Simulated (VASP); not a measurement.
Input of a VASP 6.6.1 run:

POSCAR

```
PbS
1.0
    3.6351320118      0.0000000000      0.0000000000
    0.0000000000      3.6351320118      0.0000000000
    0.0000000000      0.0000000000      3.6351320118
Pb S
1 1
Direct
    0.0000000000      0.0000000000      0.0000000000
    0.5000000000      0.5000000000      0.5000000000
```

File INCAR.step1:

```
SYSTEM = PbS
PREC = Accurate ; ENCUT = 520
EDIFF = 1E-5 ; ISMEAR = -1
SIGMA = 0.02 ; LREAL = .FALSE.
LASPH = .TRUE. ; NELM = 60
ALGO = Normal ; ISIF = 2
LWAVE = .TRUE. ; LCHARG = .FALSE.
NBANDS = 17 ; GGA = PE
```

INCAR.step2

```
SYSTEM = PbS
PREC = Accurate ; ENCUT = 520
EDIFF = 1E-6 ; ISMEAR = -1
SIGMA = 0.02 ; LREAL = .FALSE.
LASPH = .TRUE. ; NELM = 60
ALGO = Normal ; ISIF = 2
LWAVE = .FALSE. ; LCHARG = .FALSE.
GGA = PE ; LHFCALC = .TRUE.
AEXX = 0.1 ; HFSCREEN = 0.2078
PRECFOCK = Normal ; NBANDS = 17
ISTART = 1
```

Contents of KPOINTS:

```
Automatic mesh
0
G
  4 4 4
  0 0 0
```

Potentials or basis: VASP PAW PBE potentials, release 64 (Pb_d, S).

Launch:

```bash
$ cat potpaw_PBE.64/Pb_d/POTCAR potpaw_PBE.64/S/POTCAR > POTCAR
$ cp INCAR.step1 INCAR
$ mpirun -np 1 vasp_std > vasp.out
$ cp INCAR.step2 INCAR
$ mpirun -np 1 vasp_std > vasp.out
```

Task: Estimate the band gap on the k mesh.

Result: Zero (bands 10 and 11 overlap by 0.36 eV).

Task: Predict the pressure.

Result: -0.7 GPa.

Caveat: the k points lie up to 0.43 Å⁻¹ apart; the structure was generated, so it needn't be the stable form of PbS; the PAW data sets were made with another functional, which shifts forces and pressure a little; spin-orbit coupling is left out, which moves the levels of the heavy elements.
